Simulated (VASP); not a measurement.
Wanted: the native input for a VASP 6.6.1 run.

* Task: single point
* Functional: PBE
* Potentials or basis: VASP PAW PBE potentials, release 64 (Ge_d, As)
* Cutoff: 520 eV
* k mesh: 6 × 6 × 6
* Occupations: gaussian, width 0.1 eV
* Spin: no spin polarisation
* Dipole correction: no
* Further INCAR settings: ALGO = Normal; EDIFF = 1e-06; NBANDS = 24

The structure of Ge2As lies in POSCAR:

```
Ge2As
1.0
    0.0000000000      3.0201735495      3.0201735495
    3.0201735495      0.0000000000      3.0201735495
    3.0201735495      3.0201735495      0.0000000000
Ge As
2 1
Direct
    0.2500000000      0.2500000000      0.2500000000
    0.7500000000      0.7500000000      0.7500000000
    0.0000000000      0.0000000000      0.0000000000
```

These files were run (other wordings do the same):

INCAR

```
PREC = Accurate
ENCUT = 520
EDIFF = 1E-6
ISMEAR = 0
SIGMA = 0.1
LREAL = False
LASPH = True
NELM = 60
ALGO = Normal
ISIF = 2
LWAVE = False
LCHARG = False
GGA = PE
NBANDS = 24
```

KPOINTS

```
Automatic mesh
0
Gamma
  6 6 6
```

Potentials or basis: VASP PAW PBE potentials, release 64 (Ge_d, As).

Command:

```console
$ cat potpaw_PBE.64/Ge_d/POTCAR potpaw_PBE.64/As/POTCAR > POTCAR
$ mpirun -np 1 vasp_std > vasp.out
```

It gave:

```
Pressure               : 17.6 GPa
Band gap on the k mesh : zero (an odd number of electrons rules out a gap without spin polarisation)
```

Caveat: the cell stands under pressure.

Wall time 22 s on 1 thread of Intel Xeon 8259CL (shared host), peak memory 0.18 GiB.
